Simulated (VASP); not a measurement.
# HgTe (Fm-3m) in VASP: a series of runs, part 2 of 2

VASP 6.6.1. The steps go on from the part before.

**4. Single point, PBE**

This run uses another cell than the first one, of 28.91 Å³/atom, 1.103 times its volume.

Contents of INCAR:

```
PREC = Accurate ; ENCUT = 520
EDIFF = 1E-6 ; ISMEAR = -1
SIGMA = 0.05 ; LREAL = False
LASPH = True ; NELM = 60
ALGO = Normal ; ISIF = 2
LWAVE = False ; LCHARG = False
GGA = PE ; NBANDS = 16
```

Contents of KPOINTS:

```
regular mesh
0
Gamma
  7 7 7
```

Contents of POSCAR:

```
HgTe
1.0
    0.0000000000      3.0689963284      3.0689963284
    3.0689963284      0.0000000000      3.0689963284
    3.0689963284      3.0689963284      0.0000000000
Hg Te
1 1
Direct
    0.0000000000      0.0000000000      0.0000000000
    0.5000000000      0.5000000000      0.5000000000
```

Potentials or basis: VASP PAW PBE potentials, release 64 (Hg, Te).

On the command line:

```bash
$ cat potpaw_PBE.64/Hg/POTCAR potpaw_PBE.64/Te/POTCAR > POTCAR
$ mpirun -np 1 vasp_std > vasp.out
```

OUTCAR:

```text
PREC = Accurate
   ENCUT = 520
   EDIFF = 1E-6
   ISMEAR = -1
   LREAL = False
   LASPH = True
   NELM = 60
   ISIF = 2
   GGA = PE

 ion  position               nearest neighbor table
   1  0.000  0.000  0.000-   2 3.07   2 3.07   2 3.07   2 3.07   2 3.07   2 3.07
   2  0.500  0.500  0.500-   1 3.07   1 3.07   1 3.07   1 3.07   1 3.07   1 3.07

  LATTYP: Found a face centered cubic cell.
 ALAT       =     6.1379926568

  Lattice vectors:

 A1 = (   0.0000000000,   3.0689963284,   3.0689963284)
 A2 = (   3.0689963284,   0.0000000000,   3.0689963284)
 A3 = (   3.0689963284,   3.0689963284,   0.0000000000)

Analysis of symmetry for initial positions (statically):
=====================================================================
 Subroutine PRICEL returns:
 Original cell was already a primitive cell.

 Routine SETGRP: Setting up the symmetry group for a
 face centered cubic supercell.

 Subroutine GETGRP returns: Found 48 space group operations
 (whereof 48 operations were pure point group operations)
 out of a pool of 48 trial point group operations.

The static configuration has the point symmetry O_h .

Analysis of symmetry for dynamics (positions and initial velocities):
=====================================================================
 Subroutine PRICEL returns:
 Original cell was already a primitive cell.

 Routine SETGRP: Setting up the symmetry group for a
 face centered cubic supercell.

 Subroutine GETGRP returns: Found 48 space group operations
 (whereof 48 operations were pure point group operations)
 out of a pool of 48 trial point group operations.

The dynamic configuration has the point symmetry O_h .

 Subroutine INISYM returns: Found 48 space group operations
 (whereof 48 operations are pure point group operations),
 and found     1 'primitive' translations

----------------------------------------------------------------------------------------

                                     Primitive cell

  volume of cell :      57.8121

  direct lattice vectors                    reciprocal lattice vectors
     0.000000000  3.068996328  3.068996328    -0.162919713  0.162919713  0.162919713
     3.068996328  0.000000000  3.068996328     0.162919713 -0.162919713  0.162919713
     3.068996328  3.068996328  0.000000000     0.162919713  0.162919713 -0.162919713

  length of vectors
     4.340216230  4.340216230  4.340216230     0.282185220  0.282185220  0.282185220

  position of ions in fractional coordinates (direct lattice)
     0.000000000  0.000000000  0.000000000
     0.500000000  0.500000000  0.500000000

  ion indices of the primitive-cell ions
   primitive index   ion index
                 1           1
                 2           2

----------------------------------------------------------------------------------------

 KPOINTS: regular mesh

Automatic generation of k-mesh.
 Grid dimensions read from file:
 generate k-points for:    7    7    7

 Generating k-lattice:

  Cartesian coordinates                     Fractional coordinates (reciprocal lattice)
    -0.023274245  0.023274245  0.023274245     0.142857143  0.000000000  0.000000000
     0.023274245 -0.023274245  0.023274245     0.000000000  0.142857143  0.000000000
     0.023274245  0.023274245 -0.023274245     0.000000000  0.000000000  0.142857143

  Length of vectors
     0.040312174  0.040312174  0.040312174

  Shift w.r.t. Gamma in fractional coordinates (k-lattice)
     0.000000000  0.000000000  0.000000000

 Subroutine IBZKPT returns following result:
 ===========================================

 Found     20 irreducible k-points:

 Following reciprocal coordinates:
            Coordinates               Weight
  0.000000  0.000000  0.000000      1.000000
  0.142857  0.000000  0.000000      8.000000
  0.285714  0.000000  0.000000      8.000000
  0.428571  0.000000  0.000000      8.000000
  0.142857  0.142857  0.000000      6.000000
  0.285714  0.142857  0.000000     24.000000
[... 12 lines left out ...]
 -0.428571  0.428571  0.142857     24.000000
 -0.285714  0.428571  0.142857     24.000000
   k-points           NKPTS =     20   k-points in BZ     NKDIM =     20   number of bands    NBANDS=     16
   number of dos      NEDOS =    301   number of ions     NIONS =      2
   total plane-waves  NPLWV =  32768
   dimension x,y,z NGX =    32 NGY =   32 NGZ =   32
   dimension x,y,z NGXF=    64 NGYF=   64 NGZF=   64
   ions per type =               1   1
   NGX,Y,Z   is equivalent  to a cutoff of  12.26, 12.26, 12.26 a.u.
   NGXF,Y,Z  is equivalent  to a cutoff of  24.51, 24.51, 24.51 a.u.
 SYSTEM =  unknown system
   PREC   = accura    normal or accurate (medium, high low for compatibility)
   ISTART =      0    job   : 0-new  1-cont  2-samecut
   ICHARG =      2    charge: 1-file 2-atom 10-const
   ISPIN  =      1    spin polarized calculation?
   LNONCOLLINEAR =      F non collinear calculations
   LSORBIT =      F    spin-orbit coupling
   LASPH  =      T    aspherical Exc in radial PAW
   ENCUT  =  520.0 eV  38.22 Ry    6.18 a.u.   8.07  8.07  8.07*2*pi/ulx,y,z
   NELM   =     60;   NELMIN=  2; NELMDL= -5     # of ELM steps
   EDIFF  = 0.1E-05   stopping-criterion for ELM
   LREAL  =      F    real-space projection
   EDIFFG = 0.1E-04   stopping-criterion for IOM
   NSW    =      0    number of steps for IOM
   IBRION =     -1    ionic relax: 0-MD 1-quasi-New 2-CG
   NFREE  =      0    steps in history (QN), initial steepest desc. (CG)
   ISIF   =      2    stress and relaxation
   ISYM   =      2    0-nonsym 1-usesym 2-fastsym
   POTIM  = 0.5000    time-step for ionic-motion
   TEBEG  =    0.0;   TEEND  =   0.0 temperature during run
   PSTRESS=    0.0 pullay stress
   NELECT =      18.0000    total number of electrons
   NUPDOWN=      -1.0000    fix difference up-down
   EMIN   =  10.00;   EMAX   =-10.00  energy-range for DOS
   EFERMI =   0.00;   METHOD = LEGACY
   ISMEAR =    -1;   SIGMA  =   0.05  broadening in eV -4-tet -1-fermi 0-gaus
   EFERMI_NEDOS =   21; number of points for ismear=-14 and -15
   IALGO  =     38    algorithm
   IMIX   =      4    mixing-type and parameters
     AMIX     =   0.40;   BMIX     =  1.00
     AMIX_MAG =   1.60;   BMIX_MAG =  1.00
  volume/ion in A,a.u.               =      28.91       195.07
  Fermi-wavevector in a.u.,A,eV,Ry     =   1.109582  2.096805 16.751107  1.231172
  Thomas-Fermi vector in A             =   2.246123
   LORBIT       =      0    0 simple, 1 ext, 2 COOP (PROOUT), +10 PAW based schemes
   GGA     = PE    functional components
   LHFCALC =     F    Hartree Fock is set to
   AEXX    =    0.0000 exact exchange contribution
   IVDW    =     0    specifies the selected vdW correction
   LEPSILON=     F    determine dielectric tensor
   LRPA    =     F    only Hartree local field effects (RPA)
 non-spin polarized calculation
  energy-cutoff  :      520.00
  volume of cell :       57.81
 maximum number of plane-waves:      1580
   NGX = 17   NGY = 17   NGZ = 17

 number of electron      18.0000001 magnetization

 Free energy of the ion-electron system (eV)
  ---------------------------------------------------
  ext. energy  EPLUGINS =         0.00000000
  ---------------------------------------------------
  free energy    TOTEN  =        -3.36290333 eV

  energy without entropy =       -3.35656071  energy(sigma->0) =       -3.35973202

 E-fermi :   4.2399     XC(G=0):  -9.7836

 val. band max:        4.2127406246   @ k =  -0.1429   0.1429   0.0000
 cond. band min:       4.3494732063   @ k =   0.2857   0.2857   0.0000
 fundamental gap:      0.1367325817
 Fermi energy:         4.2398786116

 k-point     1 :       0.0000    0.0000    0.0000
  band No.  band energies     occupation
      1      -7.7199      2.00000
      2      -2.4474      2.00000
      3      -2.4474      2.00000
      4      -2.3896      2.00000
      5      -2.3896      2.00000
      6      -2.3896      2.00000
[... 8 lines left out ...]
     15      11.9170      0.00000
     16      11.9170      0.00000
[... 343 lines left out ...]
 k-point    20 :      -0.2857    0.4286    0.1429
  band No.  band energies     occupation
      1      -6.5807      2.00000
      2      -2.6463      2.00000
      3      -2.4536      2.00000
      4      -2.3658      2.00000
      5      -2.1767      2.00000
      6      -1.8589      2.00000
[... 8 lines left out ...]
     15      14.6210      0.00000
     16      16.8334      0.00000

------------------------ aborting loop because EDIFF is reached ----------------------------------------

  FORCE on cell =-STRESS in cart. coord.  units (eV):
  Direction    XX          YY          ZZ          XY          YZ          ZX
  --------------------------------------------------------------------------------------
  -------------------------------------------------------------------------------------
  Total        0.0376112      0.0376112      0.0376112      0.0000000      0.0000000      0.0000000
  in kB        1.0423393      1.0423393      1.0423393      0.0000000      0.0000000      0.0000000
  external PRESSURE =       1.0423393 kB  Pullay stress =       0.0000000 kB

 VOLUME and BASIS-vectors are now :
 -----------------------------------------------------------------------------
  energy-cutoff  :      520.00
  volume of cell :       57.81
      direct lattice vectors                 reciprocal lattice vectors
     0.000000000  3.068996328  3.068996328    -0.162919713  0.162919713  0.162919713
     3.068996328  0.000000000  3.068996328     0.162919713 -0.162919713  0.162919713
     3.068996328  3.068996328  0.000000000     0.162919713  0.162919713 -0.162919713

 POSITION                                       TOTAL-FORCE (eV/Angst)
 -----------------------------------------------------------------------------------
      0.00000      0.00000      0.00000         0.000000      0.000000      0.000000
      3.06900      3.06900      3.06900         0.000000     -0.000000     -0.000000
 -----------------------------------------------------------------------------------
    total drift:                                0.000000     -0.000000     -0.000000

  FREE ENERGIE OF THE ION-ELECTRON SYSTEM (eV)
  ---------------------------------------------------
  free  energy   TOTEN  =        -3.3629033289 eV

  energy  without entropy=       -3.3565607119  energy(sigma->0) =       -3.35973202
```

OSZICAR:

```text
N       E                     dE             d eps       ncg     rms          rms(c)
DAV:   1     0.105241131008E+03    0.10524E+03   -0.80499E+03   640   0.982E+02
DAV:   2    -0.226211612062E+00   -0.10547E+03   -0.97905E+02   744   0.230E+02
DAV:   3    -0.353421855716E+01   -0.33080E+01   -0.33000E+01   800   0.426E+01
DAV:   4    -0.355678504023E+01   -0.22566E-01   -0.22565E-01   848   0.334E+00
DAV:   5    -0.355698717217E+01   -0.20213E-03   -0.20213E-03   848   0.236E-01    0.678E+00
DAV:   6    -0.336774047412E+01    0.18925E+00   -0.38992E-01   744   0.784E+00    0.538E+00
DAV:   7    -0.336338858861E+01    0.43519E-02   -0.62382E-02   720   0.171E+00    0.207E+00
DAV:   8    -0.336289096678E+01    0.49762E-03   -0.56583E-03   752   0.833E-01    0.436E-01
DAV:   9    -0.336288102274E+01    0.99440E-05   -0.50521E-04   784   0.229E-01    0.564E-02
DAV:  10    -0.336289722848E+01   -0.16206E-04   -0.54428E-05   816   0.632E-02    0.348E-02
DAV:  11    -0.336290346426E+01   -0.62358E-05   -0.99334E-06   784   0.208E-02    0.132E-02
DAV:  12    -0.336290332892E+01    0.13533E-06   -0.11677E-06   552   0.725E-03
   1 F= -.33629033E+01 E0= -.33597320E+01  d E =-.634262E-02
```

Wall time 8.7 s (1 thread of AMD EPYC 9R45 (Zen 5), shared host); peak memory 0.15 GiB.

Results:

| Quantity | Value |
| --- | --- |
| Free energy | -3.3629 eV |
| Pressure | 0.1 GPa |
| Band gap on the k mesh | zero (band 9 reaches 4.43 eV, above the bottom of band 10 at 2.07 eV) |

Caveat: spin-orbit coupling is left out, which moves the levels of the heavy elements.

**5. Summary**

```tsv
level	potentials or basis	cell	gap on the mesh (eV)	pressure (GPa)
LDA	VASP PAW LDA potentials, release 64 (Hg, Te)	a = 4.201 Å, angles 60.0°, 2 atoms	none	0.4
PBEsol	VASP PAW PBE potentials, release 64 (Hg, Te)	a = 4.244 Å, angles 60.0°, 2 atoms	none	0.2
PBE	VASP PAW PBE potentials, release 64 (Hg, Te)	a = 4.340 Å, angles 60.0°, 2 atoms	none	0.1
```

Alike in all rows: task single point; no spin polarisation; k mesh 7 × 7 × 7; cutoff (eV) 520; smearing fermi-dirac 0.05 eV.

Caveats: spin-orbit coupling is left out, which moves the levels of the heavy elements; the PAW data sets were made with another functional, which shifts forces and pressure a little (some runs).

Absolute energies hang on the potentials; compare differences alone.
